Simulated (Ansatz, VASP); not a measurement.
Two plane-wave programs on Ca

Contents of INCAR:

```
ALGO = Fast
EDIFF = 1E-6
ENCUT = 520
GGA = PE
ISIF = 2
ISMEAR = 0
LASPH = T
LCHARG = F
LREAL = F
LWAVE = F
NBANDS = 11
NELM = 80
PREC = Accurate
SIGMA = 0.15
```

Contents of KPOINTS:

```
k-points
0
Gamma
  14 14 14
```

POSCAR

```
Ca
1.0
    0.0000000000      2.7942000000      2.7942000000
    2.7522870000      0.0000000000      2.7942000000
    2.7522870000      2.7942000000      0.0000000000
Ca
1
Direct
    0.0000000000      0.0000000000      0.0000000000
```

Input for Ansatz:

```yaml
crystal:
  lattice:
    - [0.0, 2.7942, 2.7942]
    - [2.752287, 0.0, 2.7942]
    - [2.752287, 2.7942, 0.0]
  atoms:
    - { symbol: Ca, position: [0.0, 0.0, 0.0] }
basis:
  ecutwfc: 420
kpoints:
  mp_grid: { grid: [14, 14, 14] }
hamiltonian:
  xc: pbe
scf:
  occupations: { method: gaussian, width: 0.15 }
output:
  forces: true
  stress: true
  eigenvalues: true
```

Change from the starting cell: strain -0.0150 x Voigt [1, 0, 0, 0, 0, 0], atoms carried along.

Alike in both runs: task single point; functional PBE; k mesh 14 × 14 × 14; occupations gaussian, width 0.15 eV; no spin polarisation.

```csv
,VASP,Ansatz
version,VASP 6.6.1,Ansatz 0.2.0
potentials or method,"VASP PAW PBE potentials, release 64 (Ca_sv), cutoff 520 eV","scalar-relativistic, plane waves, PAW"
valence electrons in the cell,10,10
```

|  | VASP | Ansatz | Ansatz less VASP |
| --- | --- | --- | --- |
| gap on the k mesh at the Fermi level (eV) | none | none | - |
| pressure (GPa) | -0.3 | -0.3 | 0.00 |
| traceless stress, the component that is largest in VASP (GPa) | 0.07 | 0.07 | 0.000 |

A gap of «none» marks a metal or a gap that the smearing closes. With one functional, cell and mesh, what is left measures potentials, basis and numerics.
